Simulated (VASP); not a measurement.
# Rb (Cmcm) in VASP: single point with PBE

Aim: the single point of Rb with PBE.

Everything below comes from runs of VASP 6.6.1. Logs are shortened: lines on timing, memory, paths and dates and some standing lists are left out, and cuts for length are marked.

## 1. The cell of the first run

Symmetry: Cmcm, No. 63, orthorhombic system. Conventional cell: a = 4.759 Å, b = 15.976 Å, c = 4.931 Å, α = 90.00°, β = 90.00°, γ = 90.00°.

## 2. Single point, PBE

The input, INCAR:

```
SYSTEM = Rb
PREC = Accurate
ENCUT = 520
EDIFF = 1E-7
ISMEAR = 0
SIGMA = 0.1
LREAL = .FALSE.
LASPH = .TRUE.
NELM = 60
ALGO = Fast
ISIF = 2
LWAVE = .FALSE.
LCHARG = .FALSE.
GGA = PE
NBANDS = 16
```

The input, KPOINTS:

```
Automatic mesh
0
G
  12 12 10
  0 0 0
```

The input, POSCAR:

```
Rb
1.0
    2.3792559672     -7.9880216984      0.0000000000
    2.3792559672      7.9880216984      0.0000000000
    0.0000000000      0.0000000000      4.9308989338
Rb
2
Direct
    0.8685287484      0.1314712516      0.2500000000
    0.1314712516      0.8685287484      0.7500000000
```

Potentials or basis: VASP PAW PBE potentials, release 64 (Rb_sv).

The run is started by

```bash
> cat potpaw_PBE.64/Rb_sv/POTCAR > POTCAR
> mpirun -np 1 vasp_std > vasp.out
```

OUTCAR:

```text
SYSTEM = Rb
   PREC = Accurate
   ENCUT = 520
   EDIFF = 1E-7
   ISMEAR = 0
   LREAL = .FALSE.
   LASPH = .TRUE.
   NELM = 60
   ISIF = 2
   GGA = PE

 ion  position               nearest neighbor table
   1  0.869  0.131  0.250-   2 4.87   2 4.87   2 5.11   2 5.11   2 5.11   2 5.11
   2  0.131  0.869  0.750-   1 4.87   1 4.87   1 5.11   1 5.11   1 5.11   1 5.11

  LATTYP: Found a base centered orthorhombic cell.
 ALAT       =     4.7585119344
 B/A-ratio  =     3.3573612123
 C/A-ratio  =     1.0362270814

  Lattice vectors:

 A1 = (   2.3792559672,  -7.9880216984,   0.0000000000)
 A2 = (   2.3792559672,   7.9880216984,   0.0000000000)
 A3 = (   0.0000000000,   0.0000000000,   4.9308989338)

Analysis of symmetry for initial positions (statically):
=====================================================================
 Subroutine PRICEL returns:
 Original cell was already a primitive cell.

 Routine SETGRP: Setting up the symmetry group for a
 base centered orthorhombic supercell.

 Subroutine GETGRP returns: Found  8 space group operations
 (whereof  4 operations were pure point group operations)
 out of a pool of  8 trial point group operations.

The static configuration has the point symmetry C_2h.
 The point group associated with its full space group is D_2h.

Analysis of symmetry for dynamics (positions and initial velocities):
=====================================================================
 Subroutine PRICEL returns:
 Original cell was already a primitive cell.

 Routine SETGRP: Setting up the symmetry group for a
 base centered orthorhombic supercell.

 Subroutine GETGRP returns: Found  8 space group operations
 (whereof  4 operations were pure point group operations)
 out of a pool of  8 trial point group operations.

The dynamic configuration has the point symmetry C_2h.
 The point group associated with its full space group is D_2h.

 Subroutine INISYM returns: Found  8 space group operations
 (whereof  4 operations are pure point group operations),
 and found     1 'primitive' translations

----------------------------------------------------------------------------------------

                                     Primitive cell

  volume of cell :     187.4289

  direct lattice vectors                    reciprocal lattice vectors
     2.379255967 -7.988021698  0.000000000     0.210149730 -0.062593721  0.000000000
     2.379255967  7.988021698  0.000000000     0.210149730  0.062593721  0.000000000
     0.000000000  0.000000000  4.930898934     0.000000000  0.000000000  0.202802778

  length of vectors
     8.334827509  8.334827509  4.930898934     0.219273535  0.219273535  0.202802778

  position of ions in fractional coordinates (direct lattice)
     0.868528748  0.131471252  0.250000000
     0.131471252  0.868528748  0.750000000

  ion indices of the primitive-cell ions
   primitive index   ion index
                 1           1
                 2           2

----------------------------------------------------------------------------------------

 KPOINTS: Automatic mesh

Automatic generation of k-mesh.
 Grid dimensions read from file:
 generate k-points for:   12   12   10

 Generating k-lattice:

  Cartesian coordinates                     Fractional coordinates (reciprocal lattice)
     0.017512478 -0.005216143  0.000000000     0.083333333 -0.000000000  0.000000000
     0.017512478  0.005216143  0.000000000    -0.000000000  0.083333333  0.000000000
     0.000000000  0.000000000  0.020280278     0.000000000  0.000000000  0.100000000

  Length of vectors
     0.018272795  0.018272795  0.020280278

  Shift w.r.t. Gamma in fractional coordinates (k-lattice)
     0.000000000  0.000000000  0.000000000

 Subroutine IBZKPT returns following result:
 ===========================================

 Found    258 irreducible k-points:

 Following reciprocal coordinates:
            Coordinates               Weight
  0.000000  0.000000  0.000000      1.000000
  0.083333  0.000000  0.000000      4.000000
  0.166667 -0.000000  0.000000      4.000000
  0.250000  0.000000  0.000000      4.000000
  0.333333  0.000000  0.000000      4.000000
  0.416667  0.000000  0.000000      4.000000
[... 16 lines left out ...]
  0.500000  0.166667  0.000000      4.000000
 -0.416667  0.166667  0.000000      4.000000
 [... further k-points ...]
   k-points           NKPTS =    258   k-points in BZ     NKDIM =    258   number of bands    NBANDS=     16
   number of dos      NEDOS =    301   number of ions     NIONS =      2
   total plane-waves  NPLWV = 163840
   dimension x,y,z NGX =    64 NGY =   64 NGZ =   40
   dimension x,y,z NGXF=   128 NGYF=  128 NGZF=   80
   ions per type =               2
   NGX,Y,Z   is equivalent  to a cutoff of  12.77, 12.77, 13.49 a.u.
   NGXF,Y,Z  is equivalent  to a cutoff of  25.53, 25.53, 26.97 a.u.
 SYSTEM =  Rb
   PREC   = accura    normal or accurate (medium, high low for compatibility)
   ISTART =      0    job   : 0-new  1-cont  2-samecut
   ICHARG =      2    charge: 1-file 2-atom 10-const
   ISPIN  =      1    spin polarized calculation?
   LNONCOLLINEAR =      F non collinear calculations
   LSORBIT =      F    spin-orbit coupling
   LASPH  =      T    aspherical Exc in radial PAW
   ENCUT  =  520.0 eV  38.22 Ry    6.18 a.u.  15.50 15.50  9.17*2*pi/ulx,y,z
   NELM   =     60;   NELMIN=  2; NELMDL= -5     # of ELM steps
   EDIFF  = 0.1E-06   stopping-criterion for ELM
   LREAL  =      F    real-space projection
   EDIFFG = 0.1E-05   stopping-criterion for IOM
   NSW    =      0    number of steps for IOM
   IBRION =     -1    ionic relax: 0-MD 1-quasi-New 2-CG
   NFREE  =      0    steps in history (QN), initial steepest desc. (CG)
   ISIF   =      2    stress and relaxation
   ISYM   =      2    0-nonsym 1-usesym 2-fastsym
   POTIM  = 0.5000    time-step for ionic-motion
   TEBEG  =    0.0;   TEEND  =   0.0 temperature during run
   PSTRESS=    0.0 pullay stress
   NELECT =      18.0000    total number of electrons
   NUPDOWN=      -1.0000    fix difference up-down
   EMIN   =  10.00;   EMAX   =-10.00  energy-range for DOS
   EFERMI =   0.00;   METHOD = LEGACY
   ISMEAR =     0;   SIGMA  =   0.10  broadening in eV -4-tet -1-fermi 0-gaus
   EFERMI_NEDOS =   21; number of points for ismear=-14 and -15
   IALGO  =     68    algorithm
   IMIX   =      4    mixing-type and parameters
     AMIX     =   0.40;   BMIX     =  1.00
     AMIX_MAG =   1.60;   BMIX_MAG =  1.00
  volume/ion in A,a.u.               =      93.71       632.42
  Fermi-wavevector in a.u.,A,eV,Ry     =   0.749699  1.416725  7.647132  0.562048
  Thomas-Fermi vector in A             =   1.846279
   LORBIT       =      0    0 simple, 1 ext, 2 COOP (PROOUT), +10 PAW based schemes
   GGA     = PE    functional components
   LHFCALC =     F    Hartree Fock is set to
   AEXX    =    0.0000 exact exchange contribution
   IVDW    =     0    specifies the selected vdW correction
   LEPSILON=     F    determine dielectric tensor
   LRPA    =     F    only Hartree local field effects (RPA)
 non-spin polarized calculation
 RMM-DIIS sequential band-by-band and
 Gauss-broadening in eV      SIGMA  =   0.10
  energy-cutoff  :      520.00
  volume of cell :      187.43
 maximum number of plane-waves:      5088
 NGX is ok and might be reduce to    64
   NGX = 31   NGY = 31   NGZ = 19

 number of electron      18.0000000 magnetization

 Free energy of the ion-electron system (eV)
  ---------------------------------------------------
  ext. energy  EPLUGINS =         0.00000000
  ---------------------------------------------------
  free energy    TOTEN  =        -1.81831439 eV

  energy without entropy =       -1.80859386  energy(sigma->0) =       -1.81345412

 E-fermi :  -0.0432     XC(G=0):  -5.3885

 val. band max:       -0.0456899405   @ k =  -0.4167   0.4167   0.4000
 cond. band min:      -0.0361402291   @ k =   0.1667  -0.0000   0.5000
 fundamental gap:      0.0095497114
 Fermi energy:        -0.0432133767

 k-point     1 :       0.0000    0.0000    0.0000
  band No.  band energies     occupation
      1     -28.9985      2.00000
      2     -28.9942      2.00000
      3     -13.1338      2.00000
      4     -13.0644      2.00000
      5     -13.0473      2.00000
      6     -13.0408      2.00000
[... 8 lines left out ...]
     15       3.9471      0.00000
     16       4.2174      0.00000

 k-point     2 :       0.0833    0.0000    0.0000
  band No.  band energies     occupation
      1     -28.9982      2.00000
      2     -28.9941      2.00000
      3     -13.1322      2.00000
      4     -13.0635      2.00000
      5     -13.0541      2.00000
      6     -13.0467      2.00000
[... 8 lines left out ...]
     15       3.9090      0.00000
     16       3.9212      0.00000

 k-point     3 :       0.1667   -0.0000    0.0000
  band No.  band energies     occupation
      1     -28.9975      2.00000
      2     -28.9937      2.00000
      3     -13.1279      2.00000
      4     -13.0712      2.00000
      5     -13.0624      2.00000
      6     -13.0610      2.00000
[... 8 lines left out ...]
     15       3.6252      0.00000
     16       3.8361      0.00000

 k-point     4 :       0.2500    0.0000    0.0000
  band No.  band energies     occupation
      1     -28.9966      2.00000
      2     -28.9932      2.00000
      3     -13.1229      2.00000
      4     -13.0938      2.00000
      5     -13.0819      2.00000
      6     -13.0575      2.00000
[... 8 lines left out ...]
     15       3.7180      0.00000
     16       3.7601      0.00000

 k-point     5 :       0.3333    0.0000    0.0000
  band No.  band energies     occupation
      1     -28.9956      2.00000
      2     -28.9928      2.00000
      3     -13.1236      2.00000
      4     -13.1161      2.00000
      5     -13.0947      2.00000
      6     -13.0538      2.00000
[... 8 lines left out ...]
     15       3.7257      0.00000
     16       3.7742      0.00000

 k-point     6 :       0.4167    0.0000    0.0000
  band No.  band energies     occupation
      1     -28.9948      2.00000
      2     -28.9925      2.00000
      3     -13.1337      2.00000
      4     -13.1310      2.00000
      5     -13.0950      2.00000
      6     -13.0507      2.00000
[... 8 lines left out ...]
     15       3.6619      0.00000
     16       3.8682      0.00000

 k-point     7 :       0.5000    0.0000    0.0000
  band No.  band energies     occupation
      1     -28.9945      2.00000
      2     -28.9924      2.00000
      3     -13.1394      2.00000
      4     -13.1357      2.00000
      5     -13.0935      2.00000
      6     -13.0495      2.00000
[... 8 lines left out ...]
     15       3.6264      0.00000
     16       3.8181      0.00000

 k-point     8 :       0.0833    0.0833    0.0000
  band No.  band energies     occupation
      1     -28.9976      2.00000
      2     -28.9936      2.00000
      3     -13.1293      2.00000
      4     -13.0702      2.00000
      5     -13.0633      2.00000
      6     -13.0615      2.00000
[... 8 lines left out ...]
     15       3.6137      0.00000
     16       3.9057      0.00000

 k-point     9 :       0.1667    0.0833    0.0000
  band No.  band energies     occupation
      1     -28.9967      2.00000
      2     -28.9931      2.00000
      3     -13.1253      2.00000
      4     -13.0918      2.00000
      5     -13.0840      2.00000
      6     -13.0583      2.00000
[... 8 lines left out ...]
     15       3.6975      0.00000
     16       3.8689      0.00000
[... 172 lines left out ...]
 k-point    19 :       0.1667    0.1667    0.0000
  band No.  band energies     occupation
      1     -28.9957      2.00000
      2     -28.9926      2.00000
      3     -13.1272      2.00000
      4     -13.1120      2.00000
      5     -13.0991      2.00000
      6     -13.0549      2.00000
[... 8 lines left out ...]
     15       3.6785      0.00000
     16       3.8119      0.00000

 k-point    20 :       0.2500    0.1667    0.0000
  band No.  band energies     occupation
      1     -28.9949      2.00000
      2     -28.9923      2.00000
      3     -13.1370      2.00000
      4     -13.1269      2.00000
      5     -13.0992      2.00000
      6     -13.0518      2.00000
[... 8 lines left out ...]
     15       3.6058      0.00000
     16       3.7388      0.00000

 k-point    21 :       0.3333    0.1667    0.0000
  band No.  band energies     occupation
      1     -28.9945      2.00000
      2     -28.9924      2.00000
      3     -13.1422      2.00000
      4     -13.1321      2.00000
      5     -13.0945      2.00000
      6     -13.0495      2.00000
[... 8 lines left out ...]
     15       3.5850      0.00000
     16       3.7189      0.00000

 k-point    22 :       0.4167    0.1667    0.0000
  band No.  band energies     occupation
      1     -28.9945      2.00000
      2     -28.9928      2.00000
      3     -13.1368      2.00000
      4     -13.1267      2.00000
      5     -13.0910      2.00000
      6     -13.0528      2.00000
[... 8 lines left out ...]
     15       3.6392      0.00000
     16       3.6594      0.00000

 k-point    23 :       0.5000    0.1667    0.0000
  band No.  band energies     occupation
      1     -28.9951      2.00000
      2     -28.9933      2.00000
      3     -13.1222      2.00000
      4     -13.1142      2.00000
      5     -13.0888      2.00000
      6     -13.0540      2.00000
[... 8 lines left out ...]
     15       3.6124      0.00000
     16       3.7862      0.00000

 k-point    24 :      -0.4167    0.1667    0.0000
  band No.  band energies     occupation
      1     -28.9960      2.00000
      2     -28.9938      2.00000
      3     -13.1128      2.00000
      4     -13.0972      2.00000
      5     -13.0781      2.00000
      6     -13.0541      2.00000
[... 8 lines left out ...]
     15       3.5429      0.00000
     16       3.8033      0.00000

 [... further k-points ...]

------------------------ aborting loop because EDIFF is reached ----------------------------------------

  FORCE on cell =-STRESS in cart. coord.  units (eV):
  Direction    XX          YY          ZZ          XY          YZ          ZX
  --------------------------------------------------------------------------------------
  -------------------------------------------------------------------------------------
  Total        0.0106130      0.0048618      0.0003752      0.0000000     -0.0000000      0.0000000
  in kB        0.0907219      0.0415599      0.0032076      0.0000000     -0.0000000      0.0000000
  external PRESSURE =       0.0451631 kB  Pullay stress =       0.0000000 kB

 VOLUME and BASIS-vectors are now :
 -----------------------------------------------------------------------------
  energy-cutoff  :      520.00
  volume of cell :      187.43
      direct lattice vectors                 reciprocal lattice vectors
     2.379255967 -7.988021698  0.000000000     0.210149730 -0.062593721  0.000000000
     2.379255967  7.988021698  0.000000000     0.210149730  0.062593721  0.000000000
     0.000000000  0.000000000  4.930898934     0.000000000  0.000000000  0.202802778

 POSITION                                       TOTAL-FORCE (eV/Angst)
 -----------------------------------------------------------------------------------
      2.37926     -5.88763      1.23272         0.000000      0.000896      0.000000
      2.37926      5.88763      3.69817         0.000000     -0.000896     -0.000000
 -----------------------------------------------------------------------------------
    total drift:                                0.000000      0.000000     -0.000000

  FREE ENERGIE OF THE ION-ELECTRON SYSTEM (eV)
  ---------------------------------------------------
  free  energy   TOTEN  =        -1.8183143878 eV

  energy  without entropy=       -1.8085938611  energy(sigma->0) =       -1.81345412
```

Run time: 18 min. Hardware: 1 thread of Intel Xeon Platinum 8488C (Sapphire Rapids), shared host; peak memory 0.84 GiB.

What came out:

```yaml
Free_energy: -1.8183 eV
Pressure: 0.0 GPa
Band_gap_on_the_k_mesh: zero (bands 9 and 10 overlap by 2.10 eV)
```
